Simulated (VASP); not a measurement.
# Hf4Cl3 (P-62m) in VASP: relaxation of cell and atoms with PBE

Aim: the relaxation of cell and atoms of Hf4Cl3 with PBE.

Everything below comes from runs of VASP 6.6.1. Logs are shortened: lines on timing, memory, paths and dates and some standing lists are left out, and cuts for length are marked.

## (1) The cell of the first run

Symmetry: P-62m, No. 189, hexagonal system. The conventional cell has a = 6.187 Å, b = 6.187 Å, c = 4.835 Å, α = 90.00°, β = 90.00°, γ = 120.00°. Hf (site symmetry m2m) has 5 Hf at 2.28 to 3.40 Å and 6 Cl at 3.11 to 3.33 Å within 3.4 Å. Within 3.0 Å of Hf (site symmetry -62m) lie 3 Hf at 2.28 Å and 2 Cl at 2.42 Å. Within 4.1 Å of Cl (site symmetry -6) lie 6 Hf at 3.11 Å and 6 Cl at 3.57 Å. Within 3.4 Å of Cl (site symmetry -62m) lie 8 Hf at 2.42 to 3.33 Å.

The cell was generated, and may not be a known phase.

## (2) Relaxation of cell and atoms, PBE

Contents of INCAR:

```
SYSTEM = Hf4Cl3
  PREC = Accurate
  ENCUT = 600
  EDIFF = 1E-6
  ISMEAR = 0
  SIGMA = 0.2
  LREAL = .FALSE.
  LASPH = .TRUE.
  NELM = 100
  ALGO = Normal
  ISIF = 3
  LWAVE = .FALSE.
  LCHARG = .FALSE.
  GGA = PE
  IBRION = 2
  NSW = 36
  EDIFFG = -0.08
```

Contents of KPOINTS:

```
Automatic mesh
0
G
  3 3 4
  0 0 0
```

Contents of POSCAR:

```
Hf4Cl3
1.0
    6.1865875300      0.0000000000      0.0000000000
   -3.0932937600      5.3577419600      0.0000000000
    0.0000000000      0.0000000000      4.8347920400
Hf Cl
4 3
Direct
    0.3691012100      0.0000000000      0.5000000000
    0.0000000000      0.3691012100      0.5000000000
    0.6308987900      0.6308987900      0.5000000000
    0.0000000000      0.0000000000      0.5000000000
    0.3333333300      0.6666666700      0.0000000000
    0.6666666700      0.3333333300      0.0000000000
    0.0000000000      0.0000000000      0.0000000000
```

Potentials or basis: VASP PAW PBE potentials, release 64 (Hf_pv, Cl).

Started as:

```bash
cat potpaw_PBE.64/Hf_pv/POTCAR potpaw_PBE.64/Cl/POTCAR > POTCAR
mpirun -np 1 vasp_std > vasp.out
```

OUTCAR:

```text
SYSTEM = Hf4Cl3
   PREC = Accurate
   ENCUT = 600
   EDIFF = 1E-6
   ISMEAR = 0
   LREAL = .FALSE.
   LASPH = .TRUE.
   NELM = 100
   ISIF = 3
   GGA = PE
   IBRION = 2
   NSW = 36
   EDIFFG = -0.08

 ion  position               nearest neighbor table
   1  0.369  0.000  0.500-   4 2.28   5 3.11   5 3.11   6 3.11   6 3.11   3 3.40   3 3.40   2 3.40
                             2 3.40
   2  0.000  0.369  0.500-   4 2.28   6 3.11   6 3.11   5 3.11   5 3.11   1 3.40   3 3.40   1 3.40
                             3 3.40
   3  0.631  0.631  0.500-   4 2.28   6 3.11   6 3.11   5 3.11   5 3.11   1 3.40   1 3.40   2 3.40
                             2 3.40
   4  0.000  0.000  0.500-   2 2.28   3 2.28   1 2.28   7 2.42   7 2.42
   5  0.333  0.667  0.000-   1 3.11   1 3.11   2 3.11   2 3.11   3 3.11   3 3.11
   6  0.667  0.333  0.000-   2 3.11   2 3.11   1 3.11   1 3.11   3 3.11   3 3.11
   7  0.000  0.000  0.000-   4 2.42   4 2.42

  LATTYP: Found a hexagonal cell.
 ALAT       =     6.1865875300
 C/A-ratio  =     0.7814957788

  Lattice vectors:

 A1 = (   6.1865875300,   0.0000000000,   0.0000000000)
 A2 = (  -3.0932937600,   5.3577419600,   0.0000000000)
 A3 = (   0.0000000000,   0.0000000000,   4.8347920400)

Analysis of symmetry for initial positions (statically):
=====================================================================
 Subroutine PRICEL returns:
 Original cell was already a primitive cell.

 Routine SETGRP: Setting up the symmetry group for a
 hexagonal supercell.

 Subroutine GETGRP returns: Found 12 space group operations
 (whereof 12 operations were pure point group operations)
 out of a pool of 24 trial point group operations.

The static configuration has the point symmetry D_3h.

Analysis of symmetry for dynamics (positions and initial velocities):
=====================================================================
 Subroutine PRICEL returns:
 Original cell was already a primitive cell.

 Routine SETGRP: Setting up the symmetry group for a
 hexagonal supercell.

 Subroutine GETGRP returns: Found 12 space group operations
 (whereof 12 operations were pure point group operations)
 out of a pool of 24 trial point group operations.

The dynamic configuration has the point symmetry D_3h.

 Subroutine INISYM returns: Found 12 space group operations
 (whereof 12 operations are pure point group operations),
 and found     1 'primitive' translations

----------------------------------------------------------------------------------------

                                     Primitive cell

  volume of cell :     160.2547

  direct lattice vectors                    reciprocal lattice vectors
     6.186587530  0.000000000  0.000000000     0.161639999  0.093322897  0.000000000
    -3.093293760  5.357741960  0.000000000     0.000000000  0.186645794  0.000000000
     0.000000000  0.000000000  4.834792040     0.000000000  0.000000000  0.206834129

  length of vectors
     6.186587530  6.186587524  4.834792040     0.186645793  0.186645794  0.206834129

  position of ions in fractional coordinates (direct lattice)
     0.369101210  0.000000000  0.500000000
     1.000000000  0.369101210  0.500000000
     0.630898790  0.630898790  0.500000000
     0.000000000  0.000000000  0.500000000
     0.333333330  0.666666670  0.000000000
     0.666666670  0.333333330  0.000000000
     0.000000000  0.000000000  0.000000000

  ion indices of the primitive-cell ions
   primitive index   ion index
                 1           1
                 2           2
                 3           3
                 4           4
                 5           5
                 6           6
                 7           7

----------------------------------------------------------------------------------------

 KPOINTS: Automatic mesh

Automatic generation of k-mesh.
 Grid dimensions read from file:
 generate k-points for:    3    3    4

 Generating k-lattice:

  Cartesian coordinates                     Fractional coordinates (reciprocal lattice)
     0.053880000  0.031107632  0.000000000     0.333333333  0.000000000  0.000000000
     0.000000000  0.062215265  0.000000000     0.000000000  0.333333333  0.000000000
     0.000000000  0.000000000  0.051708532     0.000000000  0.000000000  0.250000000

  Length of vectors
     0.062215264  0.062215265  0.051708532

  Shift w.r.t. Gamma in fractional coordinates (k-lattice)
     0.000000000  0.000000000  0.000000000

 Subroutine IBZKPT returns following result:
 ===========================================

 Found      9 irreducible k-points:

 Following reciprocal coordinates:
            Coordinates               Weight
  0.000000  0.000000  0.000000      1.000000
  0.333333  0.000000  0.000000      6.000000
  0.333333  0.333333  0.000000      2.000000
  0.000000  0.000000  0.250000      2.000000
  0.333333  0.000000  0.250000     12.000000
  0.333333  0.333333  0.250000      4.000000
  0.000000  0.000000  0.500000      1.000000
  0.333333  0.000000  0.500000      6.000000
  0.333333  0.333333  0.500000      2.000000
   k-points           NKPTS =      9   k-points in BZ     NKDIM =      9   number of bands    NBANDS=     36
   number of dos      NEDOS =    301   number of ions     NIONS =      7
   total plane-waves  NPLWV = 100000
   dimension x,y,z NGX =    50 NGY =   50 NGZ =   40
   dimension x,y,z NGXF=   100 NGYF=  100 NGZF=   80
   ions per type =               4   3
   NGX,Y,Z   is equivalent  to a cutoff of  13.44, 13.44, 13.75 a.u.
   NGXF,Y,Z  is equivalent  to a cutoff of  26.87, 26.87, 27.51 a.u.
 SYSTEM =  Hf4Cl3
   PREC   = accura    normal or accurate (medium, high low for compatibility)
   ISTART =      0    job   : 0-new  1-cont  2-samecut
   ICHARG =      2    charge: 1-file 2-atom 10-const
   ISPIN  =      1    spin polarized calculation?
   LNONCOLLINEAR =      F non collinear calculations
   LSORBIT =      F    spin-orbit coupling
   LASPH  =      T    aspherical Exc in radial PAW
   ENCUT  =  600.0 eV  44.10 Ry    6.64 a.u.  12.36 12.36  9.66*2*pi/ulx,y,z
   NELM   =    100;   NELMIN=  2; NELMDL= -5     # of ELM steps
   EDIFF  = 0.1E-05   stopping-criterion for ELM
   LREAL  =      F    real-space projection
   EDIFFG = -.8E-01   stopping-criterion for IOM
   NSW    =     36    number of steps for IOM
   IBRION =      2    ionic relax: 0-MD 1-quasi-New 2-CG
   NFREE  =      1    steps in history (QN), initial steepest desc. (CG)
   ISIF   =      3    stress and relaxation
   ISYM   =      2    0-nonsym 1-usesym 2-fastsym
   POTIM  = 0.5000    time-step for ionic-motion
   TEBEG  =    0.0;   TEEND  =   0.0 temperature during run
   PSTRESS=    0.0 pullay stress
   NELECT =      61.0000    total number of electrons
   NUPDOWN=      -1.0000    fix difference up-down
   EMIN   =  10.00;   EMAX   =-10.00  energy-range for DOS
   EFERMI =   0.00;   METHOD = LEGACY
   ISMEAR =     0;   SIGMA  =   0.20  broadening in eV -4-tet -1-fermi 0-gaus
   EFERMI_NEDOS =   21; number of points for ismear=-14 and -15
   IALGO  =     38    algorithm
   IMIX   =      4    mixing-type and parameters
     AMIX     =   0.40;   BMIX     =  1.00
     AMIX_MAG =   1.60;   BMIX_MAG =  1.00
  volume/ion in A,a.u.               =      22.89       154.49
  Fermi-wavevector in a.u.,A,eV,Ry     =   1.186446  2.242057 19.152286  1.407653
  Thomas-Fermi vector in A             =   2.322618
   LORBIT       =      0    0 simple, 1 ext, 2 COOP (PROOUT), +10 PAW based schemes
   GGA     = PE    functional components
   LHFCALC =     F    Hartree Fock is set to
   AEXX    =    0.0000 exact exchange contribution
   IVDW    =     0    specifies the selected vdW correction
   LEPSILON=     F    determine dielectric tensor
   LRPA    =     F    only Hartree local field effects (RPA)
 conjugate gradient relaxation of ions
 non-spin polarized calculation
 Gauss-broadening in eV      SIGMA  =   0.20
  energy-cutoff  :      600.00
  volume of cell :      160.25
 maximum number of plane-waves:      5371
 NGX is ok and might be reduce to    50
   NGX = 25   NGY = 25   NGZ = 19

--------------------------------------- Ionic step        1  -------------------------------------------

 number of electron      61.0000002 magnetization

 Free energy of the ion-electron system (eV)
  ---------------------------------------------------
  ext. energy  EPLUGINS =         0.00000000
  ---------------------------------------------------
  free energy    TOTEN  =       -40.32403366 eV

  energy without entropy =      -40.20495391  energy(sigma->0) =      -40.26449378

------------------------ aborting loop because EDIFF is reached ----------------------------------------

  FORCE on cell =-STRESS in cart. coord.  units (eV):
  Direction    XX          YY          ZZ          XY          YZ          ZX
  --------------------------------------------------------------------------------------
  -------------------------------------------------------------------------------------
  Total        8.1114981      8.1114981      4.2427633      0.0000000      0.0000000      0.0000000
  in kB       81.0962734     81.0962733     42.4178484      0.0000001      0.0000000      0.0000000
  external PRESSURE =      68.2034650 kB  Pullay stress =       0.0000000 kB
[... 67 lines left out ...]
  energy  without entropy=      -43.5089109367  energy(sigma->0) =      -43.58786836

--------------------------------------- Ionic step        3  -------------------------------------------

 number of electron      60.9999997 magnetization

 E-fermi :   3.7475     XC(G=0):  -9.4202

 val. band max:        3.7433699284   @ k =   0.3333   0.3333   0.2500
 cond. band min:       3.7568009181   @ k =   0.3333   0.0000   0.5000
 fundamental gap:      0.0134309897
 Fermi energy:         3.7475431227

 k-point     1 :       0.0000    0.0000    0.0000
  band No.  band energies     occupation
      1     -28.6495      2.00000
      2     -28.6216      2.00000
      3     -28.6216      2.00000
      4     -28.2790      2.00000
      5     -28.2438      2.00000
      6     -28.2438      2.00000
[... 374 lines left out ...]
  FREE ENERGIE OF THE ION-ELECTRON SYSTEM (eV)
  ---------------------------------------------------
  free  energy   TOTEN  =       -43.8482959834 eV

  energy  without entropy=      -43.6593264346  energy(sigma->0) =      -43.75381121

 E-fermi :   4.8905     XC(G=0): -10.1059

 val. band max:        4.8898562404   @ k =   0.3333   0.0000   0.2500
 cond. band min:       4.9039982391   @ k =   0.3333   0.3333   0.0000
 fundamental gap:      0.0141419986
 Fermi energy:         4.8905274621

 k-point     1 :       0.0000    0.0000    0.0000
  band No.  band energies     occupation
      1     -27.0100      2.00000
      2     -26.9384      2.00000
      3     -26.9384      2.00000
      4     -26.7903      2.00000
      5     -26.7307      2.00000
      6     -26.7307      2.00000
[... 340 lines left out ...]
     35       5.4023      0.00030
     36       5.7567      0.00000

[... ionic steps 4 to 7 ...]

--------------------------------------- Ionic step        8  -------------------------------------------

 number of electron      61.0000000 magnetization

------------------------ aborting loop because EDIFF is reached ----------------------------------------

  FORCE on cell =-STRESS in cart. coord.  units (eV):
  Direction    XX          YY          ZZ          XY          YZ          ZX
  --------------------------------------------------------------------------------------
  -------------------------------------------------------------------------------------
  Total        1.6012799      1.6012799     -0.0582930      0.0000000      0.0000000      0.0000000
  in kB       17.1844664     17.1844664     -0.6255832      0.0000000      0.0000000      0.0000000
  external PRESSURE =      11.2477832 kB  Pullay stress =       0.0000000 kB
[... 67 lines left out ...]
  energy  without entropy=      -46.5907068577  energy(sigma->0) =      -46.64291679

--------------------------------------- Ionic step       10  -------------------------------------------

 number of electron      61.0000002 magnetization

 Free energy of the ion-electron system (eV)
  ---------------------------------------------------
  ext. energy  EPLUGINS =         0.00000000
  ---------------------------------------------------
  free energy    TOTEN  =       -46.70053998 eV

  energy without entropy =      -46.59964191  energy(sigma->0) =      -46.65009095

 E-fermi :   5.5709     XC(G=0): -10.4952

 val. band max:        5.5704049481   @ k =   0.3333   0.3333   0.5000
 cond. band min:       5.5731057361   @ k =   0.3333   0.3333   0.0000
 fundamental gap:      0.0027007879
 Fermi energy:         5.5708559057

 k-point     1 :       0.0000    0.0000    0.0000
  band No.  band energies     occupation
      1     -26.1384      2.00000
      2     -26.0787      2.00000
      3     -25.9598      2.00000
      4     -25.9598      2.00000
      5     -25.9227      2.00000
      6     -25.9227      2.00000
[... 374 lines left out ...]
  FREE ENERGIE OF THE ION-ELECTRON SYSTEM (eV)
  ---------------------------------------------------
  free  energy   TOTEN  =       -46.7005399830 eV

  energy  without entropy=      -46.5996419088  energy(sigma->0) =      -46.65009095

 reached required accuracy - stopping structural energy minimisation
```

Run time: 14 min. Hardware: 1 thread of Intel Xeon 8259CL, shared host; peak memory 0.35 GiB.

What came out:

| Quantity | Value |
| --- | --- |
| Free energy | -46.7005 eV |
| Relaxed volume | 21.63 Å³/atom |
| Relaxed cell | a = 6.028 Å, b = 6.028 Å, c = 4.813 Å, α = 90.00°, β = 90.00°, γ = 120.00° |
| Space group after relaxing (to 0.1 Å) | P6/mmm (No. 191) |
| Energy gained by relaxing | 910.9 meV/atom |
| Ionic steps | 10 |
| Pressure after relaxing | 0.1 GPa |
| Band gap on the k mesh | zero (an odd number of electrons rules out a gap without spin polarisation) |

Stress tensor (GPa, compression positive):
```
0.01 0.00 0.00
0.00 0.01 0.00
0.00 0.00 0.20
```

The path:
```tsv
step	energy change (eV)	largest force (eV/Å)	pressure (GPa)	volume (Å³)
1	0.0000	5.8870	6.82	160.25
2	-3.3428	2.4090	-5.90	183.90
3	-3.5243	1.7592	-7.75	191.08
4	-5.6061	1.2581	-4.14	164.40
5	-6.2033	0.7676	2.52	146.83
6	-6.2034	0.6989	3.40	145.24
7	-6.3633	0.0838	1.10	149.35
8	-6.3633	0.0720	1.12	149.29
9	-6.3711	0.0443	-0.56	152.83
10	-6.3765	0.0001	0.08	151.43
```

Final structure:
```
CELL_PARAMETERS angstrom
6.02762 0.00000 0.00000
-3.01381 5.22007 0.00000
0.00000 0.00000 4.81271
ATOMIC_POSITIONS crystal
Hf 0.50000 0.00000 0.50000
Hf 0.00000 0.50000 0.50000
Hf 0.50000 0.50000 0.50000
Hf 0.00000 0.00000 0.50000
Cl 0.33333 0.66667 0.00000
Cl 0.66667 0.33333 0.00000
Cl 0.00000 0.00000 0.00000
```

Caveat: the k points lie up to 0.40 Å⁻¹ apart in the final cell, too coarse for converged energies and pressures of a metal; spin-orbit coupling is left out, which moves the levels of the heavy elements; an odd number of electrons without spin polarisation forces a metal; a magnetic or distorted state may lie lower.
